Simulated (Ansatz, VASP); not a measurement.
# HfC: VASP beside Ansatz

Contents of INCAR:

```
ALGO = Normal
EDIFF = 1E-8
ENCUT = 520
GGA = PE
ISIF = 2
ISMEAR = -1
LASPH = True
LCHARG = False
LEFG = True
LREAL = False
LWAVE = False
NBANDS = 14
NELM = 80
PREC = Accurate
SIGMA = 0.05
```

File KPOINTS:

```
k-points
0
Gamma
  15 15 15
```

Contents of POSCAR:

```
HfC
1.0
    0.0000000000      2.3327243092      2.3327243092
    2.3327243092      0.0000000000      2.3327243092
    2.3327243092      2.3327243092      0.0000000000
Hf C
1 1
Direct
    0.5000000000      0.5000000000      0.5000000000
    0.0000000000      0.0000000000      0.0000000000
```

Input for Ansatz:

```yaml
crystal:
  lattice:
    - [0.0, 2.3327243092, 2.3327243092]
    - [2.3327243092, 0.0, 2.3327243092]
    - [2.3327243092, 2.3327243092, 0.0]
  atoms:
    - { symbol: Hf, position: [0.5, 0.5, 0.5] }
    - { symbol: C, position: [0.0, 0.0, 0.0] }
kpoints:
  mp_grid: { grid: [15, 15, 15] }
scf:
  occupations: { method: fermi_dirac, width: 0.05 }
hamiltonian:
  xc: pbe
  pseudopotentials: { kind: all_electron, datasets: crystal }
output:
  forces: true
  stress: true
  eigenvalues: true
  efg: { contact_densities: true }
```

Change from the starting cell: volume scaled by 1.01, crystal datasets.

Alike in both runs: task electric field gradients; functional PBE; k mesh 15 × 15 × 15; occupations fermi-dirac, width 0.05 eV; no spin polarisation.

|  | VASP | Ansatz |
| --- | --- | --- |
| version | VASP 6.6.1 | Ansatz 0.2.0 |
| potentials or method | VASP PAW PBE potentials, release 64 (Hf_pv, C), cutoff 520 eV | all-electron PAW with datasets made for the crystal, scalar-relativistic |

Ansatz gave:

* pressure (GPa): -2.0

Task: What did VASP give for the same quantities?

Result: Pressure (GPa): -2.8.

Ansatz ran all-electron here, and VASP with PAW potentials.

Spin-orbit coupling is off throughout.
